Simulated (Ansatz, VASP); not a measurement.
**Pt in VASP and in Ansatz**

```
CELL_PARAMETERS angstrom
2.53981 0.00000 0.00000
-1.26991 2.19954 0.00000
0.00000 0.00000 4.79213
ATOMIC_POSITIONS crystal
Pt 0.66667 0.33333 0.75000
Pt 0.33333 0.66667 0.25000
```

Change from the starting cell: strain -0.080 along x and y, +0.000 along z, atoms carried along.

Alike in both runs: task single point; functional PBEsol; k mesh 18 × 18 × 10; occupations gaussian, width 0.15 eV; no spin polarisation.

```csv
,VASP,Ansatz
version,VASP 6.6.1,Ansatz 0.2.0
potentials or method,"VASP PAW PBE potentials, release 64 (Pt), cutoff 520 eV","scalar-relativistic, plane waves, PAW"
valence electrons in the cell,20,36
```

|  | VASP | Ansatz | Ansatz less VASP |
| --- | --- | --- | --- |
| gap on the k mesh at the Fermi level (eV) | none | none | - |
| pressure (GPa) | 56.1 | 56.3 | +0.19 |
| traceless stress, the component that is largest in VASP (GPa) | -34.29 | -34.25 | +0.040 |

VASP's potentials were made for PBE, not for PBEsol. A gap of «none» marks a metal or a gap that the smearing closes. Both programs put the cell under a high pressure, so it lies far from rest at this level. VASP's potentials hold 20 valence electrons a cell and Ansatz's 36, so a difference there can come from the potentials and not from the codes.

Neither program's run includes spin-orbit coupling.
